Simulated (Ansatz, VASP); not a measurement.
# GaN in VASP and in Ansatz

File INCAR:

```
PREC = Accurate
ENCUT = 520
EDIFF = 1E-7
ISMEAR = -1
SIGMA = 0.05
LREAL = False
LASPH = True
NELM = 80
ALGO = Normal
ISIF = 2
LWAVE = False
LCHARG = True
GGA = PE
LELF = True
LVHAR = True
NBANDS = 26
```

File KPOINTS:

```
regular mesh
0
Gamma
  10 10 5
```

The input POSCAR:

```
GaN
1.0
    3.1800000000      0.0000000000      0.0000000000
   -1.5900000000      2.7539607840      0.0000000000
    0.0000000000      0.0000000000      5.1660000000
Ga N
2 2
Direct
    0.6779320000      0.3377420000      0.4989470000
    0.3459920000      0.6697240000      0.0105920000
    0.6702470000      0.3425430000      0.8761860000
    0.3341970000      0.6529300000      0.3742130000
```

File input.yaml:

```yaml
crystal:
  lattice:
    - [3.18, 0.0, 0.0]
    - [-1.59, 2.753960784, 0.0]
    - [0.0, 0.0, 5.166]
  atoms:
    - { symbol: Ga, position: [0.677932, 0.337742, 0.498947] }
    - { symbol: Ga, position: [0.345992, 0.669724, 0.010592] }
    - { symbol: "N", position: [0.670247, 0.342543, 0.876186] }
    - { symbol: "N", position: [0.334197, 0.65293, 0.374213] }
kpoints:
  mp_grid: { grid: [10, 10, 5] }
scf:
  occupations: { method: fermi_dirac, width: 0.05 }
hamiltonian:
  xc: pbe
  pseudopotentials: { kind: all_electron, lapw: { basis_error: 0.001 } }
output:
  forces: true
  stress: true
  eigenvalues: true
  populations: true
```

Change from the starting cell: atoms moved at random, drawn with an rms of 0.05 Å.

Alike in both runs: task single point; functional PBE; k mesh 10 × 10 × 5; occupations fermi-dirac, width 0.05 eV; no spin polarisation.

|  | VASP | Ansatz |
| --- | --- | --- |
| version | VASP 6.6.1 | Ansatz 0.2.0 |
| potentials or method | VASP PAW PBE potentials, release 64 (Ga_d, N), cutoff 520 eV | all-electron LAPW, scalar-relativistic |

|  | VASP | Ansatz | Ansatz less VASP |
| --- | --- | --- | --- |
| gap on the k mesh at the Fermi level (eV) | 1.86 | 1.87 | +0.011 |
| least direct gap on the mesh (eV) | 1.86 | 1.87 | +0.011 |
| pressure (GPa) | 7.8 | 7.7 | -0.12 |
| traceless stress, the component that is largest in VASP (GPa) | -3.95 | -3.98 | -0.029 |
| rms of the force components (eV/Å) | 0.583 | 0.587 | +0.0043 |

Atom by atom the forces differ by 0.005 eV/Å (rms over components). Ansatz ran all-electron here, and VASP with PAW potentials.
